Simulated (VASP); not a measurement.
# CuMo2 (P6/mmm) in VASP: a series of runs

The runs below take CuMo2 through single point, relaxation of cell and atoms, with PBE.

Everything below comes from runs of VASP 6.6.1. Logs are shortened: lines on timing, memory, paths and dates and some standing lists are left out, and cuts for length are marked.

**1. The cell of the first run**

Symmetry: P6/mmm, No. 191, hexagonal system. The conventional cell has a = 4.452 Å, b = 4.452 Å, c = 2.621 Å, α = 90.00°, β = 90.00°, γ = 120.00°. Within 3.5 Å of Cu (site symmetry 6/mmm) lie 2 Cu at 2.62 Å and 12 Mo at 2.89 Å. Within 3.4 Å of Mo (site symmetry -6m2) lie 5 Mo at 2.57 to 2.62 Å and 6 Cu at 2.89 Å.

**2. Single point, PBE**

INCAR reads:

```
SYSTEM = CuMo2
  PREC = Accurate
  ENCUT = 520
  EDIFF = 1E-6
  ISMEAR = 0
  SIGMA = 0.1
  LREAL = .False.
  LASPH = .True.
  NELM = 60
  ALGO = Fast
  ISIF = 2
  LWAVE = .False.
  LCHARG = .True.
  GGA = PE
  LELF = .True.
  LVHAR = .True.
  NBANDS = 26
```

KPOINTS reads:

```
regular mesh
0
Gamma
  12 12 18
  0 0 0
```

POSCAR reads:

```
CuMo2
1.0
    4.4517340730      0.0000000000      0.0000000000
   -2.2258670365      3.8553147981      0.0000000000
    0.0000000000      0.0000000000      2.6210614644
Cu Mo
1 2
Direct
    0.0000000000      0.0000000000      0.0000000000
    0.3333333333      0.6666666667      0.5000000000
    0.6666666667      0.3333333333      0.5000000000
```

Potentials or basis: VASP PAW PBE potentials, release 64 (Cu, Mo_sv).

Started as:

```sh
$ cat potpaw_PBE.64/Cu/POTCAR potpaw_PBE.64/Mo_sv/POTCAR > POTCAR
$ mpirun -np 1 vasp_std > vasp.out
```

OUTCAR:

```text
SYSTEM = CuMo2
   PREC = Accurate
   ENCUT = 520
   EDIFF = 1E-6
   ISMEAR = 0
   LREAL = .False.
   LASPH = .True.
   NELM = 60
   ISIF = 2
   GGA = PE

 ion  position               nearest neighbor table
   1  0.000  0.000  0.000-   2 2.89   3 2.89   2 2.89   3 2.89   2 2.89   2 2.89   3 2.89   3 2.89
                             3 2.89   3 2.89   2 2.89   2 2.89
   2  0.333  0.667  0.500-   3 2.57   3 2.57   3 2.57   1 2.89   1 2.89   1 2.89   1 2.89   1 2.89
                             1 2.89
   3  0.667  0.333  0.500-   2 2.57   2 2.57   2 2.57   1 2.89   1 2.89   1 2.89   1 2.89   1 2.89
                             1 2.89

  LATTYP: Found a hexagonal cell.
 ALAT       =     4.4517340730
 C/A-ratio  =     0.5887731435

  Lattice vectors:

 A1 = (   4.4517340730,   0.0000000000,   0.0000000000)
 A2 = (  -2.2258670365,   3.8553147981,   0.0000000000)
 A3 = (   0.0000000000,   0.0000000000,   2.6210614644)

Analysis of symmetry for initial positions (statically):
=====================================================================
 Subroutine PRICEL returns:
 Original cell was already a primitive cell.

 Routine SETGRP: Setting up the symmetry group for a
 hexagonal supercell.

 Subroutine GETGRP returns: Found 24 space group operations
 (whereof 24 operations were pure point group operations)
 out of a pool of 24 trial point group operations.

The static configuration has the point symmetry D_6h.

Analysis of symmetry for dynamics (positions and initial velocities):
=====================================================================
 Subroutine PRICEL returns:
 Original cell was already a primitive cell.

 Routine SETGRP: Setting up the symmetry group for a
 hexagonal supercell.

 Subroutine GETGRP returns: Found 24 space group operations
 (whereof 24 operations were pure point group operations)
 out of a pool of 24 trial point group operations.

The dynamic configuration has the point symmetry D_6h.

 Subroutine INISYM returns: Found 24 space group operations
 (whereof 24 operations are pure point group operations),
 and found     1 'primitive' translations

----------------------------------------------------------------------------------------

                                     Primitive cell

  volume of cell :      44.9848

[... 86 lines left out ...]
   LSORBIT =      F    spin-orbit coupling
   LASPH  =      T    aspherical Exc in radial PAW
   ENCUT  =  520.0 eV  38.22 Ry    6.18 a.u.   8.28  8.28  4.87*2*pi/ulx,y,z
   NELM   =     60;   NELMIN=  2; NELMDL= -5     # of ELM steps
   EDIFF  = 0.1E-05   stopping-criterion for ELM
   LREAL  =      F    real-space projection
   EDIFFG = 0.1E-04   stopping-criterion for IOM
   NSW    =      0    number of steps for IOM
   IBRION =     -1    ionic relax: 0-MD 1-quasi-New 2-CG
   NFREE  =      0    steps in history (QN), initial steepest desc. (CG)
   ISIF   =      2    stress and relaxation
   ISYM   =      2    0-nonsym 1-usesym 2-fastsym
   POTIM  = 0.5000    time-step for ionic-motion
   TEBEG  =    0.0;   TEEND  =   0.0 temperature during run
   PSTRESS=    0.0 pullay stress
   NELECT =      39.0000    total number of electrons
   NUPDOWN=      -1.0000    fix difference up-down
   EMIN   =  10.00;   EMAX   =-10.00  energy-range for DOS
   EFERMI =   0.00;   METHOD = LEGACY
   ISMEAR =     0;   SIGMA  =   0.10  broadening in eV -4-tet -1-fermi 0-gaus
   EFERMI_NEDOS =   21; number of points for ismear=-14 and -15
   IALGO  =     68    algorithm
   IMIX   =      4    mixing-type and parameters
     AMIX     =   0.40;   BMIX     =  1.00
     AMIX_MAG =   1.60;   BMIX_MAG =  1.00
  volume/ion in A,a.u.               =      14.99       101.19
  Fermi-wavevector in a.u.,A,eV,Ry     =   1.561017  2.949894 33.154321  2.436774
  Thomas-Fermi vector in A             =   2.664144
   LORBIT       =      0    0 simple, 1 ext, 2 COOP (PROOUT), +10 PAW based schemes
   GGA     = PE    functional components
   LHFCALC =     F    Hartree Fock is set to
   AEXX    =    0.0000 exact exchange contribution
   IVDW    =     0    specifies the selected vdW correction
   LEPSILON=     F    determine dielectric tensor
   LRPA    =     F    only Hartree local field effects (RPA)
 non-spin polarized calculation
 RMM-DIIS sequential band-by-band and
 Gauss-broadening in eV      SIGMA  =   0.10
  energy-cutoff  :      520.00
  volume of cell :       44.98
 maximum number of plane-waves:      1236
 NGX is ok and might be reduce to    36
   NGX = 17   NGY = 17   NGZ =  9

 number of electron      38.9999996 magnetization

 Free energy of the ion-electron system (eV)
  ---------------------------------------------------
  ext. energy  EPLUGINS =         0.00000000
  ---------------------------------------------------
  free energy    TOTEN  =       -24.51265357 eV

  energy without entropy =      -24.50598142  energy(sigma->0) =      -24.50931750

 E-fermi :  10.5048     XC(G=0): -12.9147

 val. band max:       10.5026628550   @ k =   0.3333   0.0000   0.0000
 cond. band min:      10.5062181132   @ k =   0.0833   0.0833   0.2222
 fundamental gap:      0.0035552582
 Fermi energy:        10.5047974913

 k-point     1 :       0.0000    0.0000    0.0000
  band No.  band energies     occupation
      1     -50.4838      2.00000
      2     -50.1544      2.00000
      3     -24.9373      2.00000
      4     -24.9373      2.00000
      5     -23.8941      2.00000
      6     -23.8941      2.00000
[... 685 lines left out ...]
     25      14.2999      0.00000
     26      14.3007      0.00000

 [... further k-points ...]

------------------------ aborting loop because EDIFF is reached ----------------------------------------

  FORCE on cell =-STRESS in cart. coord.  units (eV):
  Direction    XX          YY          ZZ          XY          YZ          ZX
  --------------------------------------------------------------------------------------
  -------------------------------------------------------------------------------------
  Total        0.1238331      0.1238331      0.0995803      0.0000000      0.0000000      0.0000000
  in kB        4.4104306      4.4104306      3.5466438      0.0000000      0.0000000      0.0000000
  external PRESSURE =       4.1225017 kB  Pullay stress =       0.0000000 kB

 VOLUME and BASIS-vectors are now :
 -----------------------------------------------------------------------------
  energy-cutoff  :      520.00
  volume of cell :       44.98
      direct lattice vectors                 reciprocal lattice vectors
     4.451734073  0.000000000  0.000000000     0.224631567  0.129691096  0.000000000
    -2.225867036  3.855314798  0.000000000     0.000000000  0.259382191  0.000000000
     0.000000000  0.000000000  2.621061464     0.000000000  0.000000000  0.381524819

 POSITION                                       TOTAL-FORCE (eV/Angst)
 -----------------------------------------------------------------------------------
      0.00000      0.00000      0.00000        -0.000000      0.000000     -0.000000
     -0.00000      2.57021      1.31053        -0.000000     -0.000000      0.000000
      2.22587      1.28510      1.31053         0.000000      0.000000     -0.000000
 -----------------------------------------------------------------------------------
    total drift:                                0.000000     -0.000000     -0.000000

  FREE ENERGIE OF THE ION-ELECTRON SYSTEM (eV)
  ---------------------------------------------------
  free  energy   TOTEN  =       -24.5126535656 eV

  energy  without entropy=      -24.5059814248  energy(sigma->0) =      -24.50931750
```

It took 3.9 min on 1 thread of Intel Xeon 8259CL, shared host; peak memory 0.32 GiB.

What came out:

| Quantity | Value |
| --- | --- |
| Free energy | -24.5127 eV |
| Pressure | 0.4 GPa |
| Band gap on the k mesh | zero (an odd number of electrons rules out a gap without spin polarisation) |

**3. Relaxation of cell and atoms, PBE**

INCAR reads:

```
SYSTEM = CuMo2
PREC = Accurate ; ENCUT = 600
EDIFF = 1E-6 ; ISMEAR = 0
SIGMA = 0.1 ; LREAL = .False.
LASPH = .True. ; NELM = 80
ALGO = Fast ; ISIF = 3
LWAVE = .False. ; LCHARG = .False.
GGA = PE ; IBRION = 2
NSW = 100 ; EDIFFG = -0.01
```

KPOINTS is that of step 2.

POSCAR reads:

```
CuMo2
1.0
    4.4609159269      0.0000000000      0.0000000000
   -2.2304579635      3.8632665169      0.0000000000
    0.0000000000      0.0000000000      2.6086554290
Cu Mo
1 2
Direct
    0.0000000000      0.0000000000      0.0000000000
    0.3333333333      0.6666666667      0.5000000000
    0.6666666667      0.3333333333      0.5000000000
```

Potentials or basis: VASP PAW PBE potentials, release 64 (Cu, Mo_sv).

Started as:

```sh
$ cat potpaw_PBE.64/Cu/POTCAR potpaw_PBE.64/Mo_sv/POTCAR > POTCAR
$ mpirun -np 1 vasp_std > vasp.out
```

Wall time 26 min (1 thread of Intel Xeon 8259CL, shared host); peak memory 0.37 GiB.

The run converged. Its results:

```
Free energy                           : -24.5127 eV
Relaxed volume                        : 15.03 Å³/atom
Relaxed cell                          : a = 4.456 Å, b = 4.456 Å, c = 2.622 Å, α = 90.00°, β = 90.00°, γ = 120.00°
Space group after relaxing (to 0.1 Å) : P6/mmm (No. 191)
Energy gained by relaxing             : 0.5 meV/atom
Ionic steps                           : 12
Pressure after relaxing               : 0.0 GPa
Band gap on the k mesh                : zero (an odd number of electrons rules out a gap without spin polarisation)
```

The path:
```csv
step,energy change (eV),largest force (eV/Å),pressure (GPa),volume (Å³)
1,0.0000,0.0000,0.67,44.96
2,-0.0003,0.0000,-1.19,45.37
3,-0.0012,0.0000,-0.47,45.18
4,-0.0012,0.0000,-0.31,45.16
5,-0.0012,0.0000,-0.40,45.17
6,-0.0012,0.0000,0.33,45.02
7,-0.0014,0.0000,-0.09,45.10
8,-0.0014,0.0000,0.22,45.09
9,-0.0014,0.0000,0.13,45.09
10,-0.0014,0.0000,-0.09,45.10
11,-0.0014,0.0000,0.16,45.06
12,-0.0014,0.0000,0.04,45.09
```

Final structure:
```
Cu Mo
1.0
     4.45573    0.00000    0.00000
    -2.22787    3.85878    0.00000
     0.00000    0.00000    2.62244
Cu Mo
1 2
Direct
  0.00000 0.00000 0.00000
  0.33333 0.66667 0.50000
  0.66667 0.33333 0.50000
```

Levels at points of the mesh, in eV from the Fermi level:
```
           k point  band 15  band 16  band 17  band 18  band 19  band 20  band 21  band 22  band 23
(0.00, 0.00, 0.00)    -2.56    -2.43    -2.43    -2.39    -0.91    -0.91     1.28     1.28     3.41
(0.50, 0.00, 0.00)    -2.82    -2.49    -2.42    -2.41    -1.25     0.84     1.20     1.51     2.37
(0.00, 0.00, 0.50)    -1.61    -1.61    -1.08    -1.08    -0.07     0.07     0.07     0.89     0.89
(0.50, 0.00, 0.50)    -2.72    -2.22    -1.59    -1.14    -0.24     0.28     0.76     2.72     4.13
```
